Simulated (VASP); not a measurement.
# AlRu in VASP: notebook

AlRu is run at these levels: PBE; tasks: single point.

All numbers are computed with VASP 6.6.1; they aren't measurements. Logs are shortened: lines on timing, memory, paths and dates and some standing lists are left out, and cuts for length are marked.

**1. The cell of the first run**

It takes space group Pm-3m (No. 221, cubic). The conventional cell has a = 3.036 Å, b = 3.036 Å, c = 3.036 Å, α = 90.00°, β = 90.00°, γ = 90.00°. Within 3.5 Å of Al (site symmetry m-3m) lie 8 Ru at 2.63 Å and 6 Al at 3.04 Å. Within 3.5 Å of Ru (site symmetry m-3m) lie 8 Al at 2.63 Å and 6 Ru at 3.04 Å.

**2. Single point, PBE (strain +0.015 along x and y, +0.015 along z)**

The input, INCAR:

```
PREC = Accurate ; ENCUT = 520
EDIFF = 1E-7 ; ISMEAR = 0
SIGMA = 0.15 ; LREAL = False
LASPH = True ; NELM = 80
ALGO = Fast ; ISIF = 2
LWAVE = False ; LCHARG = True
GGA = PE ; LELF = True
LVHAR = True ; NBANDS = 16
```

The input, KPOINTS:

```
Automatic mesh
0
Gamma
  16 16 16
```

The input, POSCAR:

```
AlRu
1.0
    3.0364740000      0.0000000000      0.0000000000
    0.0000000000      3.0364740000      0.0000000000
    0.0000000000      0.0000000000      3.0364740000
Al Ru
1 1
Direct
    0.0000000000      0.0000000000      0.0000000000
    0.5000000000      0.5000000000      0.5000000000
```

Potentials or basis: VASP PAW PBE potentials, release 64 (Al, Ru_pv).

Run with:

```bash
$ cat potpaw_PBE.64/Al/POTCAR potpaw_PBE.64/Ru_pv/POTCAR > POTCAR
$ mpirun -np 1 vasp_std > vasp.out
```

OUTCAR:

```text
PREC = Accurate
   ENCUT = 520
   EDIFF = 1E-7
   ISMEAR = 0
   LREAL = False
   LASPH = True
   NELM = 80
   ISIF = 2
   GGA = PE

 ion  position               nearest neighbor table
   1  0.000  0.000  0.000-   2 2.63   2 2.63   2 2.63   2 2.63   2 2.63   2 2.63   2 2.63   2 2.63

   2  0.500  0.500  0.500-   1 2.63   1 2.63   1 2.63   1 2.63   1 2.63   1 2.63   1 2.63   1 2.63

  LATTYP: Found a simple cubic cell.
 ALAT       =     3.0364740000

  Lattice vectors:

 A1 = (   3.0364740000,   0.0000000000,   0.0000000000)
 A2 = (   0.0000000000,   3.0364740000,   0.0000000000)
 A3 = (   0.0000000000,   0.0000000000,   3.0364740000)

Analysis of symmetry for initial positions (statically):
=====================================================================
 Subroutine PRICEL returns:
 Original cell was already a primitive cell.

 Routine SETGRP: Setting up the symmetry group for a
 simple cubic supercell.

 Subroutine GETGRP returns: Found 48 space group operations
 (whereof 48 operations were pure point group operations)
 out of a pool of 48 trial point group operations.

The static configuration has the point symmetry O_h .

Analysis of symmetry for dynamics (positions and initial velocities):
=====================================================================
 Subroutine PRICEL returns:
 Original cell was already a primitive cell.

 Routine SETGRP: Setting up the symmetry group for a
 simple cubic supercell.

 Subroutine GETGRP returns: Found 48 space group operations
 (whereof 48 operations were pure point group operations)
 out of a pool of 48 trial point group operations.

The dynamic configuration has the point symmetry O_h .

 Subroutine INISYM returns: Found 48 space group operations
 (whereof 48 operations are pure point group operations),
 and found     1 'primitive' translations

----------------------------------------------------------------------------------------

                                     Primitive cell

  volume of cell :      27.9968

  direct lattice vectors                    reciprocal lattice vectors
     3.036474000  0.000000000  0.000000000     0.329329347  0.000000000  0.000000000
     0.000000000  3.036474000  0.000000000     0.000000000  0.329329347  0.000000000
     0.000000000  0.000000000  3.036474000     0.000000000  0.000000000  0.329329347

  length of vectors
     3.036474000  3.036474000  3.036474000     0.329329347  0.329329347  0.329329347

[... 76 lines left out ...]
   LSORBIT =      F    spin-orbit coupling
   LASPH  =      T    aspherical Exc in radial PAW
   ENCUT  =  520.0 eV  38.22 Ry    6.18 a.u.   5.65  5.65  5.65*2*pi/ulx,y,z
   NELM   =     80;   NELMIN=  2; NELMDL= -5     # of ELM steps
   EDIFF  = 0.1E-06   stopping-criterion for ELM
   LREAL  =      F    real-space projection
   EDIFFG = 0.1E-05   stopping-criterion for IOM
   NSW    =      0    number of steps for IOM
   IBRION =     -1    ionic relax: 0-MD 1-quasi-New 2-CG
   NFREE  =      0    steps in history (QN), initial steepest desc. (CG)
   ISIF   =      2    stress and relaxation
   ISYM   =      2    0-nonsym 1-usesym 2-fastsym
   POTIM  = 0.5000    time-step for ionic-motion
   TEBEG  =    0.0;   TEEND  =   0.0 temperature during run
   PSTRESS=    0.0 pullay stress
   NELECT =      17.0000    total number of electrons
   NUPDOWN=      -1.0000    fix difference up-down
   EMIN   =  10.00;   EMAX   =-10.00  energy-range for DOS
   EFERMI =   0.00;   METHOD = LEGACY
   ISMEAR =     0;   SIGMA  =   0.15  broadening in eV -4-tet -1-fermi 0-gaus
   EFERMI_NEDOS =   21; number of points for ismear=-14 and -15
   IALGO  =     68    algorithm
   IMIX   =      4    mixing-type and parameters
     AMIX     =   0.40;   BMIX     =  1.00
     AMIX_MAG =   1.60;   BMIX_MAG =  1.00
  volume/ion in A,a.u.               =      14.00        94.47
  Fermi-wavevector in a.u.,A,eV,Ry     =   1.386293  2.619713 26.147774  1.921807
  Thomas-Fermi vector in A             =   2.510622
   LORBIT       =      0    0 simple, 1 ext, 2 COOP (PROOUT), +10 PAW based schemes
   GGA     = PE    functional components
   LHFCALC =     F    Hartree Fock is set to
   AEXX    =    0.0000 exact exchange contribution
   IVDW    =     0    specifies the selected vdW correction
   LEPSILON=     F    determine dielectric tensor
   LRPA    =     F    only Hartree local field effects (RPA)
 non-spin polarized calculation
 RMM-DIIS sequential band-by-band and
 Gauss-broadening in eV      SIGMA  =   0.15
  energy-cutoff  :      520.00
  volume of cell :       28.00
 maximum number of plane-waves:       770
 NGX is ok and might be reduce to    24
   NGX = 11   NGY = 11   NGZ = 11

 number of electron      17.0000002 magnetization

 Free energy of the ion-electron system (eV)
  ---------------------------------------------------
  ext. energy  EPLUGINS =         0.00000000
  ---------------------------------------------------
  free energy    TOTEN  =       -14.25010909 eV

  energy without entropy =      -14.22992718  energy(sigma->0) =      -14.24001814

 E-fermi :  10.1131     XC(G=0): -12.3388

 val. band max:       10.1105796409   @ k =   0.3750   0.1250   0.0625
 cond. band min:      10.1191171503   @ k =   0.0625   0.0625   0.0625
 fundamental gap:      0.0085375093
 Fermi energy:        10.1131045042

 k-point     1 :       0.0000    0.0000    0.0000
  band No.  band energies     occupation
      1     -31.6547      2.00000
      2     -31.6547      2.00000
      3     -31.6547      2.00000
      4       0.6840      2.00000
      5       6.7691      2.00000
      6       6.7691      2.00000
[... 433 lines left out ...]
      3     -31.6375      2.00000
      4       4.6548      2.00000
      5       4.7903      2.00000
      6       7.6710      2.00000
[... 8 lines left out ...]
     15      21.9774      0.00000
     16      24.7377      0.00000

 [... further k-points ...]
[... 5 lines left out ...]
  --------------------------------------------------------------------------------------
  -------------------------------------------------------------------------------------
  Total       -1.0703831     -1.0703831     -1.0703831      0.0000000      0.0000000     -0.0000000
  in kB      -61.2549435    -61.2549435    -61.2549435      0.0000000      0.0000000     -0.0000000
  external PRESSURE =     -61.2549435 kB  Pullay stress =       0.0000000 kB

 VOLUME and BASIS-vectors are now :
 -----------------------------------------------------------------------------
  energy-cutoff  :      520.00
  volume of cell :       28.00
      direct lattice vectors                 reciprocal lattice vectors
     3.036474000  0.000000000  0.000000000     0.329329347  0.000000000  0.000000000
     0.000000000  3.036474000  0.000000000     0.000000000  0.329329347  0.000000000
     0.000000000  0.000000000  3.036474000     0.000000000  0.000000000  0.329329347

 POSITION                                       TOTAL-FORCE (eV/Angst)
 -----------------------------------------------------------------------------------
      0.00000      0.00000      0.00000         0.000000      0.000000      0.000000
      1.51824      1.51824      1.51824         0.000000      0.000000      0.000000
 -----------------------------------------------------------------------------------
    total drift:                                0.000000     -0.000000     -0.000000

  FREE ENERGIE OF THE ION-ELECTRON SYSTEM (eV)
  ---------------------------------------------------
  free  energy   TOTEN  =       -14.2501090876 eV

  energy  without entropy=      -14.2299271833  energy(sigma->0) =      -14.24001814
```

stdout:

```text
POSCAR found type information on POSCAR AlRu
 POSCAR found :  2 types and       2 ions
 scaLAPACK will be used
 LDA part: xc-table for (Slater+PW92), standard interpolation
 POSCAR, INCAR and KPOINTS ok, starting setup
 FFT: planning ... GRIDC
 FFT: planning ... GRID_SOFT
 FFT: planning ... GRID
 WAVECAR not read
 entering main loop
```

It took 20 s on 1 thread of Intel Xeon 6975P-C (Granite Rapids), shared host; peak memory 0.18 GiB.

What came out:

```
Free energy : -14.2501 eV
Pressure    : -6.1 GPa
```

Caveat: the cell differs from its parent crystal (strain +0.015 along x and y, +0.015 along z).

**3. Single point, PBE (strain +0.030 along x and y, +0.030 along z)**

The input, INCAR:

```
PREC = Accurate
ENCUT = 520
EDIFF = 1E-6
ISMEAR = 0
SIGMA = 0.15
LREAL = False
LASPH = True
NELM = 100
ALGO = Normal
ISIF = 2
LWAVE = False
LCHARG = False
GGA = PE
NBANDS = 16
```

KPOINTS is that of step 2.

The input, POSCAR:

```
AlRu
1.0
    3.0813480000      0.0000000000      0.0000000000
    0.0000000000      3.0813480000      0.0000000000
    0.0000000000      0.0000000000      3.0813480000
Al Ru
1 1
Direct
    0.0000000000      0.0000000000      0.0000000000
    0.5000000000      0.5000000000      0.5000000000
```

Potentials or basis: VASP PAW PBE potentials, release 64 (Al, Ru_pv).

Run with:

```bash
$ cat potpaw_PBE.64/Al/POTCAR potpaw_PBE.64/Ru_pv/POTCAR > POTCAR
$ mpirun -np 1 vasp_std > vasp.out
```

Run time: 15 s. Hardware: 1 thread of Intel Xeon 6975P-C (Granite Rapids), shared host; peak memory 0.19 GiB.

It converged, with:

| Quantity | Value |
| --- | --- |
| Free energy | -14.1737 eV |
| Pressure | -13.1 GPa |

Levels at points of the mesh, in eV from the Fermi level:
```
           k point  band 5  band 6  band 7  band 8  band 9  band 10  band 11  band 12  band 13  band 14
(0.00, 0.00, 0.00)   -3.12   -3.12    0.14    0.14    0.14     5.65     5.65     5.65    10.45    10.45
(0.50, 0.00, 0.00)   -5.33   -2.42   -1.44   -1.44    0.35     1.97     7.46    10.56    10.56    11.63
(0.50, 0.50, 0.00)   -2.73   -1.31   -1.31   -1.02   -1.02     1.31     4.74     5.36     9.88    12.14
(0.50, 0.50, 0.50)   -4.17   -4.17    1.39    1.39    2.02     3.93     3.93     3.93     7.73     7.73
```

Caveat: the cell differs from its parent crystal (strain +0.030 along x and y, +0.030 along z).

**4. Single point, PBE (strain -0.030 along x and y, -0.015 along z)**

The input, INCAR:

```
SYSTEM = AlRu
PREC     = Accurate       ! precision mode
ENCUT    = 520            ! plane-wave cutoff, eV
EDIFF    = 1E-6           ! SCF threshold, eV
ISMEAR   = 0              ! smearing method
SIGMA    = 0.15           ! smearing width, eV
LREAL    = .FALSE.        ! projectors in reciprocal space
LASPH    = .TRUE.         ! aspherical terms in the spheres
NELM     = 80             ! most SCF steps
ALGO     = Fast           ! electronic algorithm
ISIF     = 2              ! what is computed and relaxed
LWAVE    = .FALSE.        ! write WAVECAR
LCHARG   = .FALSE.        ! write CHGCAR
GGA      = PE             ! functional
NBANDS   = 16             ! bands
```

The input, KPOINTS:

```
regular mesh
0
G
  16 16 16
  0 0 0
```

The input, POSCAR:

```
AlRu
1.0
    2.9018520000      0.0000000000      0.0000000000
    0.0000000000      2.9018520000      0.0000000000
    0.0000000000      0.0000000000      2.9467260000
Al Ru
1 1
Direct
    0.0000000000      0.0000000000      0.0000000000
    0.5000000000      0.5000000000      0.5000000000
```

Run with:

```bash
$ cat potpaw_PBE.64/Al/POTCAR potpaw_PBE.64/Ru_pv/POTCAR > POTCAR
$ mpirun -np 1 vasp_std > vasp.out
```

Run time: 38 s. Hardware: 1 thread of Intel Xeon 6975P-C (Granite Rapids), shared host; peak memory 0.26 GiB.

Results (log left out):

- Free energy: -14.1189 eV
- Pressure: 21.8 GPa

Stress tensor (GPa, compression positive):
```
22.93  0.00  0.00
 0.00 22.93  0.00
 0.00  0.00 19.69
```

Levels at points of the mesh, in eV from the Fermi level:
| k point | band 6 | band 7 | band 8 | band 9 | band 10 | band 11 | band 12 | band 13 |
| --- | --- | --- | --- | --- | --- | --- | --- | --- |
| (0.00, 0.00, 0.00) | -4.02 | 0.15 | 0.15 | 0.26 | 6.12 | 6.61 | 6.61 | 11.37 |
| (0.50, 0.00, 0.00) | -3.10 | -1.93 | -1.73 | 0.45 | 2.67 | 7.36 | 11.14 | 11.55 |
| (0.50, 0.50, 0.00) | -1.44 | -1.44 | -1.37 | -1.37 | 1.79 | 5.97 | 7.10 | 10.94 |
| (0.00, 0.00, 0.50) | -3.17 | -1.72 | -1.72 | 0.52 | 2.38 | 7.38 | 11.55 | 11.55 |
| (0.50, 0.00, 0.50) | -1.52 | -1.40 | -1.32 | -1.26 | 1.67 | 5.75 | 6.99 | 11.32 |
| (0.50, 0.50, 0.50) | -5.09 | 1.76 | 1.88 | 3.03 | 4.23 | 4.35 | 4.35 | 9.18 |

Caveat: the cell differs from its parent crystal (strain -0.030 along x and y, -0.015 along z).

**5. The runs side by side**

| cell | gap on the mesh (eV) | pressure (GPa) |
| --- | --- | --- |
| a = 3.036 Å, 2 atoms | none | -6.1 |
| a = 3.081 Å, 2 atoms | none | -13.1 |
| a = 2.902, b = 2.902, c = 2.947 Å, 2 atoms | none | 21.8 |

Alike in all rows: task single point; level PBE; potentials or basis VASP PAW PBE potentials, release 64 (Al, Ru_pv); no spin polarisation; k mesh 16 × 16 × 16; cutoff (eV) 520; smearing gaussian 0.15 eV.

Total energies depend on the potentials used, so only differences within one code and one set of settings carry meaning.
